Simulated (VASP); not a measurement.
Here is a VASP 6.6.1 calculation.

Contents of INCAR:

```
ALGO = Fast
EDIFF = 1E-6
ENCUT = 520
GGA = PS
ISIF = 2
ISMEAR = 0
LASPH = True
LCHARG = False
LREAL = False
LWAVE = False
NBANDS = 18
NELM = 80
PREC = Accurate
SIGMA = 0.1
```

Contents of KPOINTS:

```
k-points
0
Gamma
  16 16 6
```

Contents of POSCAR:

```
Al3Cu
1.0
    2.7247365169      0.0000000000      0.0000000000
    0.0000000000      2.7247365169      0.0000000000
    0.0000000000      0.0000000000      7.4379270667
Al Cu
3 1
Direct
    0.0000000000      0.0000000000      0.5000000000
    0.5000000000      0.5000000000      0.2233777856
    0.5000000000      0.5000000000      0.7766222144
    0.0000000000      0.0000000000      0.0000000000
```

Potentials or basis: VASP PAW PBE potentials, release 64 (Al, Cu).

The run is started by

```bash
$ cat potpaw_PBE.64/Al/POTCAR potpaw_PBE.64/Cu/POTCAR > POTCAR
$ mpirun -np 1 vasp_std > vasp.out
```

Problem. Estimate the band gap on the k mesh.

Solution. Zero (band 10 reaches 13.49 eV, above the bottom of band 11 at 7.21 eV).

Problem. Predict the largest force.

Solution. 0.022 eV/Å.

Problem. Estimate the pressure.

Solution. 7.1 GPa.

Forces on the atoms (eV/Å):
```
Al   0.000  0.000  0.000
Al   0.000  0.000  0.022
Al   0.000  0.000 -0.022
Cu   0.000  0.000  0.000
```

Caveat: the PAW data sets were made with another functional, which shifts forces and pressure a little.
